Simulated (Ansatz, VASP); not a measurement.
# One calculation of HfO2, two programs

POSCAR

```
HfO2
1.0
    0.0000000000      2.5291823184      2.5291823184
    2.5291823184      0.0000000000      2.5291823184
    2.5291823184      2.5291823184      0.0000000000
Hf O
1 2
Direct
    0.0000000000      0.0000000000      0.0000000000
    0.2500000000      0.2500000000      0.2500000000
    0.7500000000      0.7500000000      0.7500000000
```

File INCAR.step1:

```
  ALGO = Normal
  EDIFF = 1E-4
  ENCUT = 520
  GGA = PE
  ISMEAR = 0
  LASPH = True
  LCHARG = False
  LREAL = False
  LWAVE = True
  NBANDS = 18
  NELM = 60
  PREC = Accurate
  SIGMA = 0.01
```

File INCAR.step2:

```
  ALGO = Normal
  EDIFF = 1E-6
  ENCUT = 520
  ISIF = 2
  ISMEAR = 0
  ISTART = 1
  LASPH = True
  LCHARG = True
  LELF = True
  LMIXTAU = True
  LREAL = False
  LVHAR = True
  LWAVE = False
  METAGGA = R2SCAN
  NBANDS = 18
  NELM = 60
  PREC = Accurate
  SIGMA = 0.01
```

KPOINTS

```
k-points
0
Gamma
  8 8 8
```

Input for Ansatz:

```yaml
crystal:
  lattice:
    - [0.0, 2.5291823184, 2.5291823184]
    - [2.5291823184, 0.0, 2.5291823184]
    - [2.5291823184, 2.5291823184, 0.0]
  atoms:
    - { symbol: Hf, position: [0.0, 0.0, 0.0] }
    - { symbol: O, position: [0.25, 0.25, 0.25] }
    - { symbol: O, position: [0.75, 0.75, 0.75] }
kpoints:
  mp_grid: { grid: [8, 8, 8] }
  band_path:
    path:
      - [0.0, 0.0, 0.0]
      - [0.5, 0.0, 0.5]
      - [0.625, 0.25, 0.625]
      - [0.375, 0.375, 0.75]
      - [0.5, 0.5, 0.5]
      - [0.5, 0.25, 0.75]
    npoints: 1
hamiltonian:
  xc: r2scan
scf:
  occupations: { method: fixed }
  n_extra_bands: 4
output:
  forces: true
  stress: true
  eigenvalues: true
```

Alike in both runs: task single point; functional r2SCAN; k mesh 8 × 8 × 8; no spin polarisation.

|  | VASP | Ansatz |
| --- | --- | --- |
| version | VASP 6.6.1 | Ansatz 0.2.0 |
| potentials or method | VASP PAW PBE potentials, release 64 (Hf_pv, O) | plane waves, PAW |
| plane-wave cutoff (eV) | 520 | 500 |
| occupations | gaussian, width 0.01 eV | fixed |
| valence electrons in the cell | 22 | 38 |

Ansatz gave:

| Property | Result |
| --- | --- |
| gap on the k mesh at the Fermi level (eV) | 4.30 |
| pressure (GPa) | 0.0 |

**Question.** What did VASP give for the same quantities?

**Answer.** gap on the k mesh at the Fermi level (eV): 4.32; pressure (GPa): -3.9.

VASP's potentials were made for PBE, not for r2SCAN. VASP's potentials hold 22 valence electrons a cell and Ansatz's 38, so a difference there can come from the potentials and not from the codes.

Neither program's run includes spin-orbit coupling.
